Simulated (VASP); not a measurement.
Al, 2 atoms in the cell. The structure is cubic, space group Im-3m (No. 229). The conventional cell has a = 3.213 Å, b = 3.213 Å, c = 3.213 Å, α = 90.00°, β = 90.00°, γ = 90.00°. Within 3.7 Å of Al (site symmetry m-3m) lie 14 Al at 2.78 to 3.21 Å. 

| Quantity | Value |
| --- | --- |
| Program | VASP 6.6.1 |
| Task | single point |
| Functional | PBEsol |
| Potentials or basis | VASP PAW PBE potentials, release 64 (Al) |
| Cutoff | 520 eV |
| k mesh | 10 × 10 × 10 |
| Occupations | gaussian, width 0.15 eV |
| Spin | no spin polarisation |
| Dipole correction | no |
| Further INCAR settings | ALGO = Fast; EDIFF = 1e-06; NBANDS = 10 |

Potentials or basis: VASP PAW PBE potentials, release 64 (Al).

The run is started by

```bash
$ cat potpaw_PBE.64/Al/POTCAR > POTCAR
$ mpirun -np 1 vasp_std > vasp.out
```

Hardware: 1 thread of Intel(R) Xeon(R) 6975P-C (Granite Rapids), with other jobs on the host.

Problem. Estimate the wall time of this run.

Solution. Run time: 4 s on 1 thread of Intel(R) Xeon(R) 6975P-C (Granite Rapids), with other jobs on the host, peak memory 0.13 GiB. Counts: scf iterations 12, k points 56.
